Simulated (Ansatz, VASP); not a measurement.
**Two plane-wave programs on C**

Contents of POSCAR:

```
C
1.0
    0.0000000000      1.7833700000      1.7833700000
    1.7833700000      0.0000000000      1.7833700000
    1.7833700000      1.7833700000      0.0000000000
C
2
Direct
    0.7500000000      0.7500000000      0.7500000000
    0.5000000000      0.5000000000      0.5000000000
```

File INCAR.step1:

```
ALGO = Normal
EDIFF = 1E-5
ENCUT = 520
GGA = PE
ISIF = 2
ISMEAR = -1
LASPH = True
LCHARG = False
LREAL = False
LWAVE = True
NBANDS = 11
NELM = 60
PREC = Accurate
SIGMA = 0.05
```

File INCAR.step2:

```
AEXX = 0.1
ALGO = Normal
EDIFF = 1E-6
ENCUT = 520
ISIF = 2
ISMEAR = -1
ISTART = 1
LASPH = True
LCHARG = False
LHFCALC = True
LMIXTAU = True
LREAL = False
LWAVE = False
METAGGA = R2SCAN
NBANDS = 11
NELM = 60
PREC = Accurate
PRECFOCK = Normal
SIGMA = 0.05
```

The input KPOINTS:

```
k-points
0
Gamma
  7 7 7
```

The input input.yaml:

```yaml
crystal:
  lattice:
    - [0.0, 1.78337, 1.78337]
    - [1.78337, 0.0, 1.78337]
    - [1.78337, 1.78337, 0.0]
  atoms:
    - { symbol: C, position: [0.75, 0.75, 0.75] }
    - { symbol: C, position: [0.5, 0.5, 0.5] }
hamiltonian:
  xc: r2scanh
  pseudopotentials: { kind: paw }
kpoints:
  mp_grid: { grid: [7, 7, 7] }
  band_path:
    path:
      - [[0.0, 0.0, 0.0], [0.5, 0.0, 0.5], [0.5, 0.25, 0.75], [0.375, 0.375, 0.75], [0.0, 0.0, 0.0], [0.5, 0.5, 0.5], [0.625, 0.25, 0.625], [0.5, 0.25, 0.75], [0.5, 0.5, 0.5], [0.375, 0.375, 0.75]]
      - [[0.625, 0.25, 0.625], [0.5, 0.0, 0.5]]
    npoints: 4
scf:
  occupations: { method: fermi_dirac, width: 0.05 }
  n_extra_bands: 6
output:
  forces: true
  stress: true
  eigenvalues: true
  fatbands: false
  write_density: true
  write_potential: true
  elf: true
  volumetric_format: npy
```

Alike in both runs: functional r2SCANh; k mesh 7 × 7 × 7; occupations fermi-dirac, width 0.05 eV; no spin polarisation.

```csv
,VASP,Ansatz
version,VASP 6.6.1,Ansatz 0.2.0
potentials or method,"VASP PAW PBE potentials, release 64 (C)",Ansatz PAW
plane-wave cutoff (eV),520,500
valence electrons in the cell,8,8
task,single point,band structure
```

|  | VASP | Ansatz | Ansatz less VASP |
| --- | --- | --- | --- |
| gap on the k mesh at the Fermi level (eV) | 5.18 | 5.20 | +0.017 |
| least direct gap on the mesh (eV) | 6.62 | 6.65 | +0.032 |
| pressure (GPa) | -4.6 | -5.6 | -1.03 |

VASP's potentials were made for PBE, not for r2SCANh.

The k mesh is coarse, so the values compare programs but aren't converged. Noted on Ansatz's run: the k mesh misses the band edges, so the gap on the mesh is wider than the one along the path.
